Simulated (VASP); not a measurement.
MnO2:

```xyz
6
Lattice="4.4243 0.0000 0.0000 0.0000 4.4243 0.0000 0.0000 0.0000 2.9433" Properties=species:S:1:pos:R:3 pbc="T T T"
Mn    0.0000    0.0000    0.0000
Mn    2.2122    2.2122    1.4716
O     0.8632    3.5611    1.4716
O     1.3489    1.3489    0.0000
O     3.0754    3.0754    0.0000
O     3.5611    0.8632    1.4716
```

* Program: VASP 6.6.1
* Task: relaxation of cell and atoms
* Functional: LDA
* Potentials or basis: VASP PAW LDA potentials, release 64 (Mn_pv, O)
* Cutoff: 600 eV
* k mesh: 4 × 4 × 6
* Occupations: gaussian, width 0.1 eV
* Spin: collinear spin, ferromagnetic start
* Starting moments: [2.64, 2.64, 0.0, 0.0, 0.0, 0.0] μB

At the start: pressure -19.0 GPa; volume 9.60 Å³/atom.

Task: How do energy, volume and symmetry change on relaxing?

Result: Over 10 steps the energy falls by 69.4 meV/atom and the volume is 8.59 Å³/atom (-10.5 %); space group P4_2/mnm (No. 136, to 0.1 Å) before and after; moment 3.17 μB per cell.

The path:
| step | energy change (eV) | largest force (eV/Å) | pressure (GPa) | volume (Å³) |
| --- | --- | --- | --- | --- |
| 1 | 0.0000 | 0.2728 | -19.05 | 57.61 |
| 2 | -0.1315 | 1.3724 | 22.85 | 48.59 |
| 3 | -0.3670 | 0.5849 | -2.59 | 52.25 |
| 4 | -0.3700 | 0.6455 | -0.84 | 51.91 |
| 5 | -0.3701 | 0.6641 | -0.24 | 51.80 |
| 6 | -0.4094 | 0.0332 | 2.32 | 51.09 |
| 7 | -0.4094 | 0.0478 | 2.21 | 51.11 |
| 8 | -0.4134 | 0.0813 | -2.09 | 51.84 |
| 9 | -0.4147 | 0.0393 | -0.61 | 51.60 |
| 10 | -0.4164 | 0.0326 | -0.16 | 51.55 |

Final structure:
```xyz
6
Lattice="4.3202 0.0000 0.0000 0.0000 4.3202 0.0000 0.0000 0.0000 2.7619" Properties=species:S:1:pos:R:3 pbc="T T T"
Mn    4.3202    0.0000    2.7619
Mn    2.1601    2.1601    1.3809
O     0.8594    3.4608    1.3809
O     1.3007    1.3007    0.0000
O     3.0195    3.0195    2.7619
O     3.4608    0.8594    1.3809
```

Caveat: the run started ferromagnetic, and an antiferromagnetic order may lie lower in energy; the relaxation stopped at a loose force limit of 0.05 eV/Å, so its end isn't a converged minimum.
